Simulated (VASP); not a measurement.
# H10C6O in VASP: a series of runs

Runs on H10C6O. Level: PBE+D3(BJ). Tasks: single point.

Program: VASP 6.6.1. These are calculated values, not measurements. Logs are shortened: lines on timing, memory, paths and dates and some standing lists are left out, and cuts for length are marked.

### 1 The cell of the first run

The cell holds an amorphous packing of atoms, 34 atoms: a = 7.238 Å, b = 7.238 Å, c = 7.238 Å, α = 90.00°, β = 90.00°, γ = 90.00°.

### 2 Single point, PBE+D3(BJ)

Input file INCAR:

```
  ALGO = Normal
  EDIFF = 1E-6
  ENCUT = 520
  GGA = PE
  ISIF = 2
  ISMEAR = -1
  IVDW = 12
  LASPH = True
  LCHARG = False
  LREAL = Auto
  LWAVE = False
  NBANDS = 63
  NELM = 60
  PREC = Accurate
  SIGMA = 0.02
```

Input file KPOINTS:

```
k-points
0
Gamma
  1 1 1
```

Input file POSCAR:

```
H10C6O
1.0
    7.2380700000      0.0000000000      0.0000000000
    0.0000000000      7.2380700000      0.0000000000
    0.0000000000      0.0000000000      7.2380700000
C O H
12 2 20
Direct
    0.0289994432      0.5637828869      0.1564781772
    0.1751986372      0.4765358721      0.2764825430
    0.5470795392      0.1067273458      0.3921487358
    0.7046353517      0.0683469488      0.2543910186
    0.8236311613      0.8686431604      0.8438713635
    0.6606871721      0.9012485372      0.8448937355
    0.2504811365      0.0670344443      1.0059449549
    0.1843032742      0.1596420040      0.8871978304
    0.7182439518      0.4030218000      0.7491914281
    0.7404321870      0.4403798250      0.5858191479
    0.2750180642      0.7136570937      0.6732734002
    0.2918595703      0.6226521711      0.8068863661
    0.3556472927      0.4697937434      0.1563676505
    0.7223887031      0.2055934800      0.1258760968
    0.4355028343      0.3565867697      0.1725045489
    0.1952039701      0.5807487355      0.3818559367
    0.1344419161      0.3335005050      0.3351998530
   -0.0883799134      0.4881826233      0.2285830339
    0.0075710790      0.7212281727      0.1485478864
    0.0138434693      0.4955188331      0.0267889092
    0.8160186348      0.1655966300      0.0403422459
    0.8373917356      0.0604581055      0.3219919122
    0.6613503323     -0.0668686542      0.1810979999
    0.5338025192     -0.0336139330      0.4578292280
    0.5592236605      0.2453830925      0.4658009663
    0.4165336892      0.1359892900      0.3196708515
    0.5246840663      0.9264762568      0.7910810478
    0.9521460831      0.7957093535      0.8375022623
    0.1502057869      0.2201691887      0.7543861831
    0.2791766313     -0.0294277342      1.1172315272
    0.7133945928      0.4577187013      0.4347844108
    0.7110735320      0.3431439596      0.8798892522
    0.3326853705      0.5460709830      0.9254815165
    0.2282929013      0.8385798977      0.6147771436
```

Potentials or basis: VASP PAW PBE potentials, release 64 (C, O, H).

Run with:

```console
$ cat potpaw_PBE.64/C/POTCAR potpaw_PBE.64/O/POTCAR potpaw_PBE.64/H/POTCAR > POTCAR
$ mpirun -np 1 vasp_gam > vasp.out
```

OUTCAR:

```text
EDIFF = 1E-6
   ENCUT = 520
   GGA = PE
   ISIF = 2
   ISMEAR = -1
   IVDW = 12
   LASPH = True
   LREAL = Auto
   NELM = 60
   PREC = Accurate
 IVDW          = 12

 ion  position               nearest neighbor table
   1  0.029  0.564  0.156-  20 1.07  18 1.14  19 1.15   2 1.51
   2  0.175  0.477  0.276-  16 1.08  17 1.16   1 1.51  13 1.57
   3  0.547  0.107  0.392-  26 1.10  24 1.13  25 1.14   4 1.54
   4  0.705  0.068  0.254-  22 1.08  23 1.16  14 1.37   3 1.54
   5  0.824  0.869  0.844-  28 1.07   6 1.20
   6  0.661  0.901  0.845-  27 1.07   5 1.20
   7  0.250  0.067  0.006-  30 1.09   8 1.19
   8  0.184  0.160  0.887-  29 1.08   7 1.19
   9  0.718  0.403  0.749-  32 1.04  10 1.22
  10  0.740  0.440  0.586-  31 1.12   9 1.22
  11  0.275  0.714  0.673-  34 1.05  12 1.18
  12  0.292  0.623  0.807-  33 1.06  11 1.18
  13  0.356  0.470  0.156-  15 1.01   2 1.57
  14  0.722  0.206  0.126-  21 0.96   4 1.37
  15  0.436  0.357  0.173-  13 1.01
  16  0.195  0.581  0.382-   2 1.08
  17  0.134  0.334  0.335-   2 1.16
  18  0.912  0.488  0.229-   1 1.14
  19  0.008  0.721  0.149-   1 1.15
  20  0.014  0.496  0.027-   1 1.07
[... 12 lines left out ...]
  33  0.333  0.546  0.925-  12 1.06
  34  0.228  0.839  0.615-  11 1.05

  LATTYP: Found a simple cubic cell.
 ALAT       =     7.2380700000

  Lattice vectors:

 A1 = (   7.2380700000,   0.0000000000,   0.0000000000)
 A2 = (   0.0000000000,   7.2380700000,   0.0000000000)
 A3 = (   0.0000000000,   0.0000000000,   7.2380700000)

Analysis of symmetry for initial positions (statically):
=====================================================================
 Subroutine PRICEL returns:
 Original cell was already a primitive cell.

 Routine SETGRP: Setting up the symmetry group for a
 simple cubic supercell.

 Subroutine GETGRP returns: Found  1 space group operations
 (whereof  1 operations were pure point group operations)
 out of a pool of 48 trial point group operations.

The static configuration has the point symmetry C_1 .

Analysis of symmetry for dynamics (positions and initial velocities):
=====================================================================
 Subroutine PRICEL returns:
 Original cell was already a primitive cell.

 Routine SETGRP: Setting up the symmetry group for a
 simple cubic supercell.

 Subroutine GETGRP returns: Found  1 space group operations
 (whereof  1 operations were pure point group operations)
 out of a pool of 48 trial point group operations.

The dynamic configuration has the point symmetry C_1 .

 Subroutine INISYM returns: Found  1 space group operations
 (whereof  1 operations are pure point group operations),
 and found     1 'primitive' translations

----------------------------------------------------------------------------------------

                                     Primitive cell

  volume of cell :     379.2000

  direct lattice vectors                    reciprocal lattice vectors
     7.238070000  0.000000000  0.000000000     0.138158376  0.000000000  0.000000000
     0.000000000  7.238070000  0.000000000     0.000000000  0.138158376  0.000000000
     0.000000000  0.000000000  7.238070000     0.000000000  0.000000000  0.138158376

  length of vectors
     7.238070000  7.238070000  7.238070000     0.138158376  0.138158376  0.138158376

  position of ions in fractional coordinates (direct lattice)
     0.028999443  0.563782887  0.156478177
     0.175198637  0.476535872  0.276482543
     0.547079539  0.106727346  0.392148736
     0.704635352  0.068346949  0.254391019
     0.823631161  0.868643160  0.843871363
     0.660687172  0.901248537  0.844893736
[... 26 lines left out ...]
     0.332685371  0.546070983  0.925481516
     0.228292901  0.838579898  0.614777144

  ion indices of the primitive-cell ions
   primitive index   ion index
                 1           1
                 2           2
                 3           3
                 4           4
                 5           5
                 6           6
[... 26 lines left out ...]
                33          33
                34          34

----------------------------------------------------------------------------------------

 KPOINTS: k-points

Automatic generation of k-mesh.
 Grid dimensions read from file:
 generate k-points for:    1    1    1

 Generating k-lattice:

  Cartesian coordinates                     Fractional coordinates (reciprocal lattice)
     0.138158376  0.000000000  0.000000000     1.000000000  0.000000000  0.000000000
     0.000000000  0.138158376  0.000000000     0.000000000  1.000000000  0.000000000
     0.000000000  0.000000000  0.138158376     0.000000000  0.000000000  1.000000000

  Length of vectors
     0.138158376  0.138158376  0.138158376

  Shift w.r.t. Gamma in fractional coordinates (k-lattice)
     0.000000000  0.000000000  0.000000000

 Subroutine IBZKPT returns following result:
 ===========================================

 Found      1 irreducible k-points:

 Following reciprocal coordinates:
            Coordinates               Weight
  0.000000  0.000000  0.000000      1.000000
   k-points           NKPTS =      1   k-points in BZ     NKDIM =      1   number of bands    NBANDS=     63
   number of dos      NEDOS =    301   number of ions     NIONS =     34
   total plane-waves  NPLWV = 157464
   dimension x,y,z NGX =    54 NGY =   54 NGZ =   54
   dimension x,y,z NGXF=   108 NGYF=  108 NGZF=  108
   ions per type =              12   2  20
   NGX,Y,Z   is equivalent  to a cutoff of  12.40, 12.40, 12.40 a.u.
   NGXF,Y,Z  is equivalent  to a cutoff of  24.81, 24.81, 24.81 a.u.
 SYSTEM =  unknown system
   PREC   = accura    normal or accurate (medium, high low for compatibility)
   ISTART =      0    job   : 0-new  1-cont  2-samecut
   ICHARG =      2    charge: 1-file 2-atom 10-const
   ISPIN  =      1    spin polarized calculation?
   LNONCOLLINEAR =      F non collinear calculations
   LSORBIT =      F    spin-orbit coupling
   LASPH  =      T    aspherical Exc in radial PAW
   ENCUT  =  520.0 eV  38.22 Ry    6.18 a.u.  13.46 13.46 13.46*2*pi/ulx,y,z
   NELM   =     60;   NELMIN=  2; NELMDL= -5     # of ELM steps
   EDIFF  = 0.1E-05   stopping-criterion for ELM
   LREAL  =      T    real-space projection
   EDIFFG = 0.1E-04   stopping-criterion for IOM
   NSW    =      0    number of steps for IOM
   IBRION =     -1    ionic relax: 0-MD 1-quasi-New 2-CG
   NFREE  =      0    steps in history (QN), initial steepest desc. (CG)
   ISIF   =      2    stress and relaxation
   ISYM   =      2    0-nonsym 1-usesym 2-fastsym
   POTIM  = 0.5000    time-step for ionic-motion
   TEBEG  =    0.0;   TEEND  =   0.0 temperature during run
   PSTRESS=    0.0 pullay stress
   NELECT =      80.0000    total number of electrons
   NUPDOWN=      -1.0000    fix difference up-down
   EMIN   =  10.00;   EMAX   =-10.00  energy-range for DOS
   EFERMI =   0.00;   METHOD = LEGACY
   ISMEAR =    -1;   SIGMA  =   0.02  broadening in eV -4-tet -1-fermi 0-gaus
   EFERMI_NEDOS =   21; number of points for ismear=-14 and -15
   IALGO  =     38    algorithm
   IMIX   =      4    mixing-type and parameters
     AMIX     =   0.40;   BMIX     =  1.00
     AMIX_MAG =   1.60;   BMIX_MAG =  1.00
  volume/ion in A,a.u.               =      11.15        75.26
  Fermi-wavevector in a.u.,A,eV,Ry     =   0.974575  1.841680 12.922772  0.949797
  Thomas-Fermi vector in A             =   2.105046
   LORBIT       =      0    0 simple, 1 ext, 2 COOP (PROOUT), +10 PAW based schemes
   GGA     = PE    functional components
   LHFCALC =     F    Hartree Fock is set to
   AEXX    =    0.0000 exact exchange contribution
   IVDW    =    12    specifies the selected vdW correction
   LEPSILON=     F    determine dielectric tensor
   LRPA    =     F    only Hartree local field effects (RPA)
 non-spin polarized calculation
  energy-cutoff  :      520.00
  volume of cell :      379.20
 maximum number of plane-waves:      5126
 NGX is ok and might be reduce to    54
   NGX = 27   NGY = 27   NGZ = 27

 number of electron      80.0000001 magnetization

 Free energy of the ion-electron system (eV)
  ---------------------------------------------------
  ext. energy  EPLUGINS =         0.00000000
  ---------------------------------------------------
  free energy    TOTEN  =      -182.93884309 eV

  energy without entropy =     -182.93884309  energy(sigma->0) =     -182.93884309

 E-fermi :  -1.9793     XC(G=0):  -6.9131

 val. band max:       -2.5482295237   @ k =   0.0000   0.0000   0.0000
 cond. band min:       2.1503447416   @ k =   0.0000   0.0000   0.0000
 fundamental gap:      4.6985742654
 Fermi energy:        -1.9792627423

 k-point     1 :       0.0000    0.0000    0.0000
  band No.  band energies     occupation
      1     -22.9137      2.00000
      2     -20.7960      2.00000
      3     -15.5104      2.00000
      4     -15.3501      2.00000
      5     -15.1506      2.00000
      6     -15.0987      2.00000
[... 44 lines left out ...]
     51       4.5345      0.00000
     52       4.6835      0.00000
 [bands above 52 left out]

------------------------ aborting loop because EDIFF is reached ----------------------------------------

 Edisp (eV)   -1.70527

 E8    (eV) :    -0.4060

  FORCE on cell =-STRESS in cart. coord.  units (eV):
  Direction    XX          YY          ZZ          XY          YZ          ZX
  --------------------------------------------------------------------------------------
  -------------------------------------------------------------------------------------
  Total       1.01158    -2.41110     9.78175    -0.44624    -4.65406     5.64877
  in kB       4.27406   -10.18725    41.32939    -1.88543   -19.66409    23.86691
  external pressure =       11.81 kB  Pullay stress =        0.00 kB

 VOLUME and BASIS-vectors are now :
 -----------------------------------------------------------------------------
  energy-cutoff  :      520.00
  volume of cell :      379.20
      direct lattice vectors                 reciprocal lattice vectors
     7.238070000  0.000000000  0.000000000     0.138158376  0.000000000  0.000000000
     0.000000000  7.238070000  0.000000000     0.000000000  0.138158376  0.000000000
     0.000000000  0.000000000  7.238070000     0.000000000  0.000000000  0.138158376

 POSITION                                       TOTAL-FORCE (eV/Angst)
 -----------------------------------------------------------------------------------
      0.20990      4.08070      1.13260        -2.056877     -0.829060      1.499867
      1.26810      3.44920      2.00120         1.946369     -0.141612     -1.630494
      3.95980      0.77250      2.83840         0.099024      0.368361     -0.556102
      5.10020      0.49470      1.84130        -1.854430     -1.967135      0.582210
      5.96150      6.28730      6.10800         0.802216     -0.735725     -0.026304
      4.78210      6.52330      6.11540        -0.804580      0.278033     -0.994804
[... 26 lines left out ...]
      2.40800      3.95250      6.69870        -0.019027     -0.613808      0.588785
      1.65240      6.06970      4.44980        -0.078089      0.392420     -1.020449
 -----------------------------------------------------------------------------------
    total drift:                                0.002246     -0.053921     -0.025442

  FREE ENERGIE OF THE ION-ELECTRON SYSTEM (eV)
  ---------------------------------------------------
  free  energy   TOTEN  =      -184.6441099585 eV

  energy  without entropy=     -184.6441099585  energy(sigma->0) =     -184.64410996
```

It used 39 s of CPU time on 1 thread of AMD EPYC 7R13 Processor (Zen 3) (shared host).

What came out:

```
Free energy                : -184.6441 eV
Pressure                   : 1.2 GPa
Largest force              : 3.696 eV/Å
Band gap on the k mesh     : 4.70 eV
Dispersion energy per atom : -0.050 eV
```

Forces in eV/Å, atoms in the order of the input:
```
C   -2.057 -0.829  1.500
C    1.946 -0.142 -1.630
C    0.099  0.368 -0.556
C   -1.854 -1.967  0.582
C    0.802 -0.736 -0.026
C   -0.805  0.278 -0.995
C    0.294 -1.776  2.066
C   -0.575  0.962 -2.401
C    0.643  0.504 -2.573
C   -0.818 -0.070 -0.191
C   -0.981  2.610 -2.426
C    0.893 -2.163  2.284
O   -0.398 -0.865  1.755
O   -0.432  2.183 -1.149
H   -1.123  1.107  0.136
H    0.662 -0.429  0.900
H    0.621  1.441 -0.751
H   -0.164  1.501 -0.491
H    0.486 -1.701  0.291
H    0.283 -0.027 -1.265
H    0.451 -0.191 -0.541
H    0.503 -0.762  0.814
H    0.864  0.891  0.798
H   -0.173  1.333  0.677
H    0.302 -1.943  0.376
H   -0.062 -0.586 -0.414
H   -0.088  0.149  0.634
H    0.327  0.262  0.163
H   -0.083  0.217  0.603
H    0.138  0.449 -0.439
H    0.651  0.267  1.461
H   -0.256 -0.114  1.239
H   -0.019 -0.614  0.589
H   -0.078  0.392 -1.020
```

Stress tensor (GPa, compression positive):
```
 0.43 -0.19  2.39
-0.19 -1.02 -1.97
 2.39 -1.97  4.13
```

Caveat: the k points lie up to 0.87 Å⁻¹ apart.

[end of part 1 of 2]
